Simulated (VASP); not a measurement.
# SrTiO3 (pbesol) (Pm-3m) in VASP: notebook

Runs on SrTiO3 (pbesol). Level: PBEsol. Tasks: single point, relaxation of cell and atoms.

Everything below comes from runs of VASP 6.6.1. Logs are shortened: lines on timing, memory, paths and dates and some standing lists are left out, and cuts for length are marked.

### Step 1. The cell of the first run

Symmetry: Pm-3m, No. 221, cubic system. The conventional cell has a = 3.905 Å, b = 3.905 Å, c = 3.905 Å, α = 90.00°, β = 90.00°, γ = 90.00°. Within 3.6 Å of Sr (site symmetry m-3m) lie 12 O at 2.76 Å and 8 Ti at 3.38 Å. Within 2.6 Å of Ti (site symmetry m-3m) lie 6 O at 1.95 Å. Within 2.6 Å of O (site symmetry 4/mmm) lie 2 Ti at 1.95 Å.

### Step 2. Single point, PBEsol

Input file INCAR:

```
PREC = Accurate ; ENCUT = 520
EDIFF = 1E-7 ; ISMEAR = 0
SIGMA = 0.1 ; LREAL = False
LASPH = True ; NELM = 100
ALGO = Normal ; ISIF = 2
LWAVE = False ; LCHARG = False
GGA = PS ; NBANDS = 28
```

Input file KPOINTS:

```
Automatic mesh
0
Gamma
  6 6 6
```

Input file POSCAR:

```
SrTiO3
1.0
    3.9052800000      0.0000000000      0.0000000000
    0.0000000000      3.9052800000      0.0000000000
    0.0000000000      0.0000000000      3.9052800000
Sr Ti O
1 1 3
Direct
    0.5000000000      0.5000000000      0.5000000000
    0.0000000000      0.0000000000      0.0000000000
    0.5000000000      0.0000000000      0.0000000000
    0.0000000000      0.5000000000      0.0000000000
    0.0000000000      0.0000000000      0.5000000000
```

Potentials or basis: VASP PAW PBE potentials, release 64 (Sr_sv, Ti_sv, O).

Run with:

```
$ cat potpaw_PBE.64/Sr_sv/POTCAR potpaw_PBE.64/Ti_sv/POTCAR potpaw_PBE.64/O/POTCAR > POTCAR
$ mpirun -np 1 vasp_std > vasp.out
```

OUTCAR:

```text
PREC = Accurate
   ENCUT = 520
   EDIFF = 1E-7
   ISMEAR = 0
   LREAL = False
   LASPH = True
   NELM = 100
   ISIF = 2
   GGA = PS

 ion  position               nearest neighbor table
   1  0.500  0.500  0.500-   3 2.76   4 2.76   5 2.76   3 2.76   4 2.76   3 2.76   5 2.76   3 2.76
                             4 2.76   5 2.76   4 2.76   5 2.76   2 3.38   2 3.38   2 3.38   2 3.38
   2  0.000  0.000  0.000-   3 1.95   4 1.95   5 1.95   5 1.95   4 1.95   3 1.95   1 3.38   1 3.38
                             1 3.38   1 3.38   1 3.38   1 3.38   1 3.38   1 3.38
   3  0.500  0.000  0.000-   2 1.95   2 1.95   1 2.76   1 2.76   1 2.76   1 2.76
   4  0.000  0.500  0.000-   2 1.95   2 1.95   1 2.76   1 2.76   1 2.76   1 2.76
   5  0.000  0.000  0.500-   2 1.95   2 1.95   1 2.76   1 2.76   1 2.76   1 2.76

  LATTYP: Found a simple cubic cell.
 ALAT       =     3.9052800000

  Lattice vectors:

 A1 = (   3.9052800000,   0.0000000000,   0.0000000000)
 A2 = (   0.0000000000,   3.9052800000,   0.0000000000)
 A3 = (   0.0000000000,   0.0000000000,   3.9052800000)

Analysis of symmetry for initial positions (statically):
=====================================================================
 Subroutine PRICEL returns:
 Original cell was already a primitive cell.

 Routine SETGRP: Setting up the symmetry group for a
 simple cubic supercell.

 Subroutine GETGRP returns: Found 48 space group operations
 (whereof 48 operations were pure point group operations)
 out of a pool of 48 trial point group operations.

The static configuration has the point symmetry O_h .

Analysis of symmetry for dynamics (positions and initial velocities):
=====================================================================
 Subroutine PRICEL returns:
 Original cell was already a primitive cell.

 Routine SETGRP: Setting up the symmetry group for a
 simple cubic supercell.

 Subroutine GETGRP returns: Found 48 space group operations
 (whereof 48 operations were pure point group operations)
 out of a pool of 48 trial point group operations.

The dynamic configuration has the point symmetry O_h .

 Subroutine INISYM returns: Found 48 space group operations
 (whereof 48 operations are pure point group operations),
 and found     1 'primitive' translations

----------------------------------------------------------------------------------------

                                     Primitive cell

  volume of cell :      59.5603

  direct lattice vectors                    reciprocal lattice vectors
     3.905280000  0.000000000  0.000000000     0.256063586  0.000000000  0.000000000
     0.000000000  3.905280000  0.000000000     0.000000000  0.256063586  0.000000000
     0.000000000  0.000000000  3.905280000     0.000000000  0.000000000  0.256063586

  length of vectors
     3.905280000  3.905280000  3.905280000     0.256063586  0.256063586  0.256063586

  position of ions in fractional coordinates (direct lattice)
     0.500000000  0.500000000  0.500000000
     0.000000000  0.000000000  0.000000000
     0.500000000  0.000000000  0.000000000
     0.000000000  0.500000000  0.000000000
     0.000000000  0.000000000  0.500000000

  ion indices of the primitive-cell ions
   primitive index   ion index
                 1           1
                 2           2
                 3           3
                 4           4
                 5           5

----------------------------------------------------------------------------------------

 KPOINTS: Automatic mesh

Automatic generation of k-mesh.
 Grid dimensions read from file:
 generate k-points for:    6    6    6

 Generating k-lattice:

  Cartesian coordinates                     Fractional coordinates (reciprocal lattice)
     0.042677264  0.000000000  0.000000000     0.166666667  0.000000000  0.000000000
     0.000000000  0.042677264  0.000000000     0.000000000  0.166666667  0.000000000
     0.000000000  0.000000000  0.042677264     0.000000000  0.000000000  0.166666667

  Length of vectors
     0.042677264  0.042677264  0.042677264

  Shift w.r.t. Gamma in fractional coordinates (k-lattice)
     0.000000000  0.000000000  0.000000000

 Subroutine IBZKPT returns following result:
 ===========================================

 Found     20 irreducible k-points:

 Following reciprocal coordinates:
            Coordinates               Weight
  0.000000  0.000000  0.000000      1.000000
  0.166667  0.000000  0.000000      6.000000
  0.333333  0.000000  0.000000      6.000000
  0.500000  0.000000  0.000000      3.000000
  0.166667  0.166667  0.000000     12.000000
  0.333333  0.166667  0.000000     24.000000
[... 12 lines left out ...]
  0.500000  0.500000  0.333333      6.000000
  0.500000  0.500000  0.500000      1.000000
   k-points           NKPTS =     20   k-points in BZ     NKDIM =     20   number of bands    NBANDS=     28
   number of dos      NEDOS =    301   number of ions     NIONS =      5
   total plane-waves  NPLWV =  27000
   dimension x,y,z NGX =    30 NGY =   30 NGZ =   30
   dimension x,y,z NGXF=    60 NGYF=   60 NGZF=   60
   ions per type =               1   1   3
   NGX,Y,Z   is equivalent  to a cutoff of  12.77, 12.77, 12.77 a.u.
   NGXF,Y,Z  is equivalent  to a cutoff of  25.54, 25.54, 25.54 a.u.
 SYSTEM =  unknown system
   PREC   = accura    normal or accurate (medium, high low for compatibility)
   ISTART =      0    job   : 0-new  1-cont  2-samecut
   ICHARG =      2    charge: 1-file 2-atom 10-const
   ISPIN  =      1    spin polarized calculation?
   LNONCOLLINEAR =      F non collinear calculations
   LSORBIT =      F    spin-orbit coupling
   LASPH  =      T    aspherical Exc in radial PAW
   ENCUT  =  520.0 eV  38.22 Ry    6.18 a.u.   7.26  7.26  7.26*2*pi/ulx,y,z
   NELM   =    100;   NELMIN=  2; NELMDL= -5     # of ELM steps
   EDIFF  = 0.1E-06   stopping-criterion for ELM
   LREAL  =      F    real-space projection
   EDIFFG = 0.1E-05   stopping-criterion for IOM
   NSW    =      0    number of steps for IOM
   IBRION =     -1    ionic relax: 0-MD 1-quasi-New 2-CG
   NFREE  =      0    steps in history (QN), initial steepest desc. (CG)
   ISIF   =      2    stress and relaxation
   ISYM   =      2    0-nonsym 1-usesym 2-fastsym
   POTIM  = 0.5000    time-step for ionic-motion
   TEBEG  =    0.0;   TEEND  =   0.0 temperature during run
   PSTRESS=    0.0 pullay stress
   NELECT =      40.0000    total number of electrons
   NUPDOWN=      -1.0000    fix difference up-down
   EMIN   =  10.00;   EMAX   =-10.00  energy-range for DOS
   EFERMI =   0.00;   METHOD = LEGACY
   ISMEAR =     0;   SIGMA  =   0.10  broadening in eV -4-tet -1-fermi 0-gaus
   EFERMI_NEDOS =   21; number of points for ismear=-14 and -15
   IALGO  =     38    algorithm
   IMIX   =      4    mixing-type and parameters
     AMIX     =   0.40;   BMIX     =  1.00
     AMIX_MAG =   1.60;   BMIX_MAG =  1.00
  volume/ion in A,a.u.               =      11.91        80.39
  Fermi-wavevector in a.u.,A,eV,Ry     =   1.433648  2.709203 27.964703  2.055348
  Thomas-Fermi vector in A             =   2.553143
   LORBIT       =      0    0 simple, 1 ext, 2 COOP (PROOUT), +10 PAW based schemes
   GGA     = PS    functional components
   LHFCALC =     F    Hartree Fock is set to
   AEXX    =    0.0000 exact exchange contribution
   IVDW    =     0    specifies the selected vdW correction
   LEPSILON=     F    determine dielectric tensor
   LRPA    =     F    only Hartree local field effects (RPA)
 non-spin polarized calculation
 Gauss-broadening in eV      SIGMA  =   0.10
  energy-cutoff  :      520.00
  volume of cell :       59.56
 maximum number of plane-waves:      1628
 NGX is ok and might be reduce to    30
   NGX = 15   NGY = 15   NGZ = 15

 number of electron      40.0000005 magnetization

 Free energy of the ion-electron system (eV)
  ---------------------------------------------------
  ext. energy  EPLUGINS =         0.00000000
  ---------------------------------------------------
  free energy    TOTEN  =       -42.01456651 eV

  energy without entropy =      -42.01456651  energy(sigma->0) =      -42.01456651

 E-fermi :   4.5882     XC(G=0): -11.5386

 val. band max:        4.0241839351   @ k =   0.5000   0.5000   0.5000
 cond. band min:       5.8242515302   @ k =   0.0000   0.0000   0.0000
 fundamental gap:      1.8000675951
 Fermi energy:         4.5881801983

 k-point     1 :       0.0000    0.0000    0.0000
  band No.  band energies     occupation
      1     -52.1786      2.00000
      2     -28.6219      2.00000
      3     -28.5402      2.00000
      4     -28.5402      2.00000
      5     -28.5402      2.00000
      6     -13.3348      2.00000
[... 20 lines left out ...]
     27       9.3012      0.00000
     28      10.0409      0.00000

 k-point     2 :       0.1667    0.0000    0.0000
  band No.  band energies     occupation
      1     -52.1783      2.00000
      2     -28.6524      2.00000
      3     -28.5395      2.00000
      4     -28.5395      2.00000
      5     -28.5218      2.00000
      6     -13.3538      2.00000
[... 20 lines left out ...]
     27       9.7840      0.00000
     28      10.7015      0.00000

 k-point     3 :       0.3333    0.0000    0.0000
  band No.  band energies     occupation
      1     -52.1775      2.00000
      2     -28.7004      2.00000
      3     -28.5380      2.00000
      4     -28.5380      2.00000
      5     -28.4976      2.00000
      6     -13.4800      2.00000
[... 20 lines left out ...]
     27      10.7773      0.00000
     28      12.0871      0.00000

 k-point     4 :       0.5000    0.0000    0.0000
  band No.  band energies     occupation
      1     -52.1771      2.00000
      2     -28.7219      2.00000
      3     -28.5372      2.00000
      4     -28.5372      2.00000
      5     -28.4878      2.00000
      6     -13.5633      2.00000
[... 454 lines left out ...]
     27      11.8452      0.00000
     28      12.1726      0.00000

 k-point    19 :       0.5000    0.5000    0.3333
  band No.  band energies     occupation
      1     -52.1743      2.00000
      2     -28.6080      2.00000
      3     -28.6080      2.00000
      4     -28.5891      2.00000
      5     -28.5634      2.00000
      6     -12.1549      2.00000
[... 20 lines left out ...]
     27      11.8937      0.00000
     28      12.4469      0.00000

 k-point    20 :       0.5000    0.5000    0.5000
  band No.  band energies     occupation
      1     -52.1739      2.00000
      2     -28.6071      2.00000
      3     -28.6071      2.00000
      4     -28.6071      2.00000
      5     -28.5586      2.00000
      6     -11.9643      2.00000
[... 20 lines left out ...]
     27      12.4473      0.00000
     28      12.4473      0.00000

------------------------ aborting loop because EDIFF is reached ----------------------------------------

  FORCE on cell =-STRESS in cart. coord.  units (eV):
  Direction    XX          YY          ZZ          XY          YZ          ZX
  --------------------------------------------------------------------------------------
  -------------------------------------------------------------------------------------
  Total       -0.4944213     -0.4944213     -0.4944213      0.0000000      0.0000000     -0.0000000
  in kB      -13.2999869    -13.2999869    -13.2999869      0.0000000      0.0000000     -0.0000000
  external PRESSURE =     -13.2999869 kB  Pullay stress =       0.0000000 kB

 VOLUME and BASIS-vectors are now :
 -----------------------------------------------------------------------------
  energy-cutoff  :      520.00
  volume of cell :       59.56
      direct lattice vectors                 reciprocal lattice vectors
     3.905280000  0.000000000  0.000000000     0.256063586  0.000000000  0.000000000
     0.000000000  3.905280000  0.000000000     0.000000000  0.256063586  0.000000000
     0.000000000  0.000000000  3.905280000     0.000000000  0.000000000  0.256063586

 POSITION                                       TOTAL-FORCE (eV/Angst)
 -----------------------------------------------------------------------------------
      1.95264      1.95264      1.95264         0.000000      0.000000      0.000000
      0.00000      0.00000      0.00000         0.000000      0.000000      0.000000
      1.95264      0.00000      0.00000         0.000000      0.000000      0.000000
      0.00000      1.95264      0.00000         0.000000      0.000000      0.000000
      0.00000      0.00000      1.95264         0.000000      0.000000      0.000000
 -----------------------------------------------------------------------------------
    total drift:                               -0.000000     -0.000000      0.000000

  FREE ENERGIE OF THE ION-ELECTRON SYSTEM (eV)
  ---------------------------------------------------
  free  energy   TOTEN  =       -42.0145665145 eV

  energy  without entropy=      -42.0145665145  energy(sigma->0) =      -42.01456651
```

Run time: 25 s. Hardware: 1 thread of AMD EPYC 9R45 (Zen 5), shared host; peak memory 0.16 GiB.

What came out:

```
Free energy            : -42.0146 eV
Pressure               : -1.3 GPa
Band gap on the k mesh : 1.80 eV, indirect (least direct gap 2.16 eV)
```

Caveat: the PAW data sets were made with another functional, which shifts forces and pressure a little. A hybrid or GW would open this gap; PBEsol tends to underestimate it.

### Step 3. Single point, PBEsol

This run uses another cell than the first one, of 11.78 Å³/atom, 0.989 times its volume.

Input file INCAR:

```
SYSTEM = SrTiO3
PREC     = Accurate       ! precision mode
ENCUT    = 520            ! plane-wave cutoff, eV
EDIFF    = 1E-7           ! SCF threshold, eV
ISMEAR   = 0              ! smearing method
SIGMA    = 0.02           ! smearing width, eV
LREAL    = .FALSE.        ! projectors in reciprocal space
LASPH    = .TRUE.         ! aspherical terms in the spheres
NELM     = 100            ! most SCF steps
ALGO     = Normal         ! electronic algorithm
ISIF     = 2              ! what is computed and relaxed
LWAVE    = .FALSE.        ! write WAVECAR
LCHARG   = .FALSE.        ! write CHGCAR
GGA      = PS             ! functional
NBANDS   = 28             ! bands
```

Input file KPOINTS:

```
regular mesh
0
G
  8 8 8
  0 0 0
```

Changes to POSCAR since step 2:

```diff
@@ -2,5 +2,5 @@
 1.0
-    3.9052800000      0.0000000000      0.0000000000
-    0.0000000000      3.9052800000      0.0000000000
-    0.0000000000      0.0000000000      3.9052800000
+    3.8911204495      0.0000000000      0.0000000000
+    0.0000000000      3.8911204495      0.0000000000
+    0.0000000000      0.0000000000      3.8911204495
 Sr Ti O
```

Potentials or basis: VASP PAW PBE potentials, release 64 (Sr_sv, Ti_sv, O).

Run with:

```
$ cat potpaw_PBE.64/Sr_sv/POTCAR potpaw_PBE.64/Ti_sv/POTCAR potpaw_PBE.64/O/POTCAR > POTCAR
$ mpirun -np 1 vasp_std > vasp.out
```

It took 41 s on 1 thread of AMD EPYC 9R45 (Zen 5), shared host; peak memory 0.18 GiB.

The run converged. Its results:

```yaml
Free_energy: -42.0158 eV
Pressure: 0.7 GPa
Band_gap_on_the_k_mesh: 1.82 eV, indirect (least direct gap 2.17 eV)
```

Levels at points of the mesh, in eV from the valence-band top:
| k point | band 18 | band 19 | band 20 | band 21 | band 22 | band 23 |
| --- | --- | --- | --- | --- | --- | --- |
| (0.00, 0.00, 0.00) | -0.35 | -0.35 | -0.35 | 1.82 | 1.82 | 1.82 |
| (0.50, 0.00, 0.00) | -2.07 | -0.74 | -0.74 | 2.00 | 3.83 | 3.83 |
| (0.50, 0.50, 0.00) | -1.60 | -1.60 | -0.10 | 3.84 | 3.84 | 4.30 |
| (0.50, 0.50, 0.50) | 0.00 | 0.00 | 0.00 | 4.54 | 4.54 | 4.54 |

Caveat: the PAW data sets were made with another functional, which shifts forces and pressure a little.

### Step 4. Relaxation of cell and atoms, PBEsol

Input file INCAR:

```
ALGO = Normal ; EDIFF = 1E-7
EDIFFG = -0.002 ; ENCUT = 600
GGA = PS ; IBRION = 2
ISIF = 3 ; ISMEAR = 0
LASPH = T ; LCHARG = F
LREAL = F ; LWAVE = F
NELM = 100 ; NSW = 100
PREC = Accurate ; SIGMA = 0.02
```

Input file KPOINTS:

```
k-points
0
Gamma
  8 8 8
```

Changes to POSCAR since step 3:

```diff
@@ -2,5 +2,5 @@
 1.0
-    3.8911204495      0.0000000000      0.0000000000
-    0.0000000000      3.8911204495      0.0000000000
-    0.0000000000      0.0000000000      3.8911204495
+    3.9052800000      0.0000000000      0.0000000000
+    0.0000000000      3.9052800000      0.0000000000
+    0.0000000000      0.0000000000      3.9052800000
 Sr Ti O
```

Run with:

```
$ cat potpaw_PBE.64/Sr_sv/POTCAR potpaw_PBE.64/Ti_sv/POTCAR potpaw_PBE.64/O/POTCAR > POTCAR
$ mpirun -np 1 vasp_std > vasp.out
```

Wall time 98 s (1 thread of AMD EPYC 9R45 (Zen 5), shared host); peak memory 0.2 GiB.

It converged, with:

```yaml
Free_energy: -42.0233 eV
Relaxed_volume: 11.82 Å³/atom
Relaxed_cell: a = 3.895 Å, b = 3.895 Å, c = 3.895 Å, α = 90.00°, β = 90.00°, γ = 90.00°
Space_group_after_relaxing_to_0.05_Å: Pm-3m (No. 221)
Energy_gained_by_relaxing: 0.5 meV/atom
Ionic_steps: 3
Pressure_after_relaxing: 0.0 GPa
Band_gap_on_the_k_mesh: 1.82 eV, indirect (least direct gap 2.17 eV)
```

The path:
| step | energy change (eV) | largest force (eV/Å) | pressure (GPa) | volume (Å³) |
| --- | --- | --- | --- | --- |
| 1 | 0.0000 | 0.0000 | -1.48 | 59.56 |
| 2 | -0.0002 | 0.0000 | 1.47 | 58.62 |
| 3 | -0.0023 | 0.0000 | 0.00 | 59.08 |

Final structure:
```
Sr Ti O
1.0
     3.89468    0.00000    0.00000
     0.00000    3.89468    0.00000
     0.00000    0.00000    3.89468
Sr Ti O
1 1 3
Cartesian
  1.9473 1.9473 1.9473
  0.0000 0.0000 0.0000
  1.9473 0.0000 0.0000
  0.0000 1.9473 0.0000
  0.0000 0.0000 1.9473
```

Levels at points of the mesh, in eV from the valence-band top:
```csv
k point,band 18,band 19,band 20,band 21,band 22,band 23
"(0.00, 0.00, 0.00)",-0.35,-0.35,-0.35,1.82,1.82,1.82
"(0.50, 0.00, 0.00)",-2.06,-0.74,-0.74,2.00,3.82,3.82
"(0.50, 0.50, 0.00)",-1.60,-1.60,-0.10,3.83,3.83,4.28
"(0.50, 0.50, 0.50)",0.00,0.00,0.00,4.52,4.52,4.52
```

Caveat: the PAW data sets were made with another functional, which shifts forces and pressure a little. Expect the measured gap to be larger: semilocal functionals such as PBEsol lack the derivative discontinuity.

### Step 5. Overview

| task | cell | k mesh | cutoff (eV) | smearing | gap on the mesh (eV) | pressure (GPa) |
| --- | --- | --- | --- | --- | --- | --- |
| single point | a = 3.905 Å, 5 atoms | 6 × 6 × 6 | 520 | gaussian 0.1 eV | 1.80 | -1.3 |
| single point | a = 3.891 Å, 5 atoms | 8 × 8 × 8 | 520 | gaussian 0.02 eV | 1.82 | 0.7 |
| relaxation of cell and atoms | relaxed from a = 3.905 Å, 5 atoms | 8 × 8 × 8 | 600 | gaussian 0.02 eV | 1.82 | 0.0 |

Alike in all rows: level PBEsol; potentials or basis VASP PAW PBE potentials, release 64 (Sr_sv, Ti_sv, O); no spin polarisation.

Caveats: the PAW data sets were made with another functional, which shifts forces and pressure a little.

Absolute energies hang on the potentials; compare differences alone.
